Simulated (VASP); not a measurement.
Write the native input for VASP 6.6.1 that does the following.

```yaml
Task: relaxation of cell and atoms
Functional: PBE
Potentials_or_basis: VASP PAW PBE potentials, release 64 (Se)
Cutoff: 600 eV
k_mesh: 10 × 10 × 10
Occupations: fermi-dirac, width 0.05 eV
Spin: no spin polarisation
Dipole_correction: no
Further_INCAR_settings: ALGO = Normal; EDIFF = 1e-06; IBRION = 2; EDIFFG = -0.02; NSW = 80; ISIF = 3
```

The structure of Se lies in POSCAR:

```
Se
1.0
    1.7350000000      1.7350000000      1.7350000000
   -1.7350000000      1.7350000000      1.7350000000
   -1.7350000000     -1.7350000000      1.7350000000
Se
1
Direct
    0.0000000000      0.0000000000      0.0000000000
```

This isn't the form of Se at room conditions, which is trigonal, of chains.

These files were run (other wordings do the same):

INCAR

```
SYSTEM = Se
  ALGO = Normal
  EDIFF = 1E-6
  EDIFFG = -0.02
  ENCUT = 600
  GGA = PE
  IBRION = 2
  ISIF = 3
  ISMEAR = -1
  LASPH = .True.
  LCHARG = .False.
  LREAL = .False.
  LWAVE = .False.
  NELM = 60
  NSW = 80
  PREC = Accurate
  SIGMA = 0.05
```

KPOINTS

```
k-points
0
Gamma
  10 10 10
  0 0 0
```

Potentials or basis: VASP PAW PBE potentials, release 64 (Se).

Run with:

```sh
$ cat potpaw_PBE.64/Se/POTCAR > POTCAR
$ mpirun -np 1 vasp_std > vasp.out
```

Results of the run:

```yaml
Relaxed_volume: 20.34 Å³/atom
Relaxed_cell: a = 2.979 Å, b = 2.979 Å, c = 2.979 Å, α = 70.53°, β = 109.47°, γ = 70.53°
Space_group_after_relaxing_to_0.1_Å: Im-3m (No. 229)
Energy_gained_by_relaxing: 3.0 meV/atom
Ionic_steps: 3
Pressure_after_relaxing: 0.0 GPa
Band_gap_on_the_k_mesh: zero (bands 3 and 4 overlap by 6.17 eV)
```

It took 14 s on 1 thread of Intel Xeon 8259CL, with other jobs on the host, peak memory 0.14 GiB.
